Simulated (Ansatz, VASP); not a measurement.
**Rh in VASP and in Ansatz**

The input POSCAR:

```
Rh
1.0
    0.0000000000      1.8999524445      1.8999524445
    1.8999524445      0.0000000000      1.8999524445
    1.8999524445      1.8999524445      0.0000000000
Rh
1
Direct
    0.0000000000      0.0000000000      0.0000000000
```

INCAR.step1

```
PREC     = Accurate       # precision mode
ENCUT    = 520            # plane-wave cutoff, eV
ISMEAR   = 0              # smearing method
SIGMA    = 0.1            # smearing width, eV
LREAL    = False          # projectors in reciprocal space
LASPH    = True           # aspherical terms in the spheres
NELM     = 100            # most SCF steps
NBANDS   = 14             # bands
GGA      = PE             # functional
ALGO     = Normal         # electronic algorithm
EDIFF    = 1E-4           # SCF threshold, eV
LWAVE    = True           # write WAVECAR
LCHARG   = False          # write CHGCAR
```

The input INCAR.step2:

```
PREC     = Accurate       # precision mode
ENCUT    = 520            # plane-wave cutoff, eV
EDIFF    = 1E-7           # SCF threshold, eV
ISMEAR   = 0              # smearing method
SIGMA    = 0.1            # smearing width, eV
LREAL    = False          # projectors in reciprocal space
LASPH    = True           # aspherical terms in the spheres
NELM     = 100            # most SCF steps
ALGO     = Normal         # electronic algorithm
ISIF     = 2              # what is computed and relaxed
LWAVE    = False          # write WAVECAR
LCHARG   = False          # write CHGCAR
METAGGA  = R2SCAN         # meta-GGA
LMIXTAU  = True         
NBANDS   = 14             # bands
ISTART   = 1
```

File KPOINTS:

```
regular mesh
0
Gamma
  18 18 18
```

Input for Ansatz:

```yaml
crystal:
  lattice:
    - [0.0, 1.8999524445, 1.8999524445]
    - [1.8999524445, 0.0, 1.8999524445]
    - [1.8999524445, 1.8999524445, 0.0]
  atoms:
    - { symbol: Rh, position: [0.0, 0.0, 0.0] }
basis:
  ecutwfc: 500
kpoints:
  mp_grid: { grid: [18, 18, 18] }
  band_path:
    path:
      - [[0.0, 0.0, 0.0], [0.5, 0.0, 0.5], [0.625, 0.25, 0.625]]
      - [[0.375, 0.375, 0.75], [0.0, 0.0, 0.0], [0.5, 0.5, 0.5], [0.5, 0.25, 0.75], [0.5, 0.0, 0.5]]
    npoints: 14
hamiltonian:
  xc: r2scan
scf:
  occupations: { method: gaussian, width: 0.1 }
  n_extra_bands: 6
output:
  forces: true
  stress: true
  eigenvalues: true
  populations: true
  dos: { projected: true, de: 0.02, nscf_kmesh: { grid: [27, 27, 27] } }
  bader: true
  write_density: true
  write_potential: true
  elf: true
  volumetric_format: npy
```

Alike in both runs: task single point; functional r2SCAN; k mesh 18 × 18 × 18; occupations gaussian, width 0.1 eV; no spin polarisation.

|  | VASP | Ansatz |
| --- | --- | --- |
| version | VASP 6.6.1 | Ansatz 0.2.0 |
| potentials or method | VASP PAW PBE potentials, release 64 (Rh_pv), cutoff 520 eV | scalar-relativistic, plane waves, PAW |
| valence electrons in the cell | 15 | 17 |

Ansatz gave:

```
gap on the k mesh at the Fermi level (eV) : none
pressure (GPa)                            : 0.0
```

Question: What did VASP give for the same quantities?

Answer: gap on the k mesh at the Fermi level (eV): none; pressure (GPa): 1.2.

VASP's potentials were made for PBE, not for r2SCAN. A gap of «none» marks a metal or a gap that the smearing closes. The functional is the same, so the differences come from potentials, cutoffs and numerics. VASP's potentials hold 15 valence electrons a cell and Ansatz's 17, so a difference there can come from the potentials and not from the codes.
